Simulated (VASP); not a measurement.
In: single point with LDA

Crystal: In.

```
In
1.0
     3.39715    0.00000    0.00000
    -1.69858    2.94202    0.00000
     0.00000    0.00000   10.90664
In
4
Direct
  0.66667 0.33333 0.75000
  0.00000 0.00000 0.50000
  0.33333 0.66667 0.25000
  0.00000 0.00000 0.00000
```

This isn't the form of In at room conditions, which is tetragonal.

* Program: VASP 6.6.1
* Task: single point
* Functional: LDA
* Potentials or basis: VASP PAW LDA potentials, release 64 (In_d)
* Cutoff: 520 eV
* k mesh: 14 × 14 × 4
* Occupations: fermi-dirac, width 0.05 eV
* Spin: no spin polarisation

* Pressure: -3.8 GPa
* Band gap on the k mesh: zero (bands 26 and 27 overlap by 4.68 eV)

Stress tensor (GPa, compression positive):
```
-3.92  0.00  0.00
 0.00 -3.92  0.00
 0.00  0.00 -3.55
```

Levels at points of the mesh, in eV from the Fermi level:
```tsv
k point	band 24	band 25	band 26	band 27	band 28	band 29
(0.00, 0.00, 0.00)	-4.16	-3.10	3.28	3.28	7.80	7.80
(0.50, 0.00, 0.00)	-3.04	-2.88	-2.62	0.27	0.44	1.42
(0.00, 0.00, 0.50)	-6.15	-0.44	-0.44	7.45	7.45	8.05
(0.50, 0.00, 0.50)	-3.84	-1.54	-1.54	-1.13	-1.13	3.47
```

It took 3.2 min on 1 thread of AMD EPYC 9R45 (Zen 5), with other jobs on the host, peak memory 0.28 GiB.

Caveat: the cell stands under tension; spin-orbit coupling is left out, which moves the levels of the heavy elements.
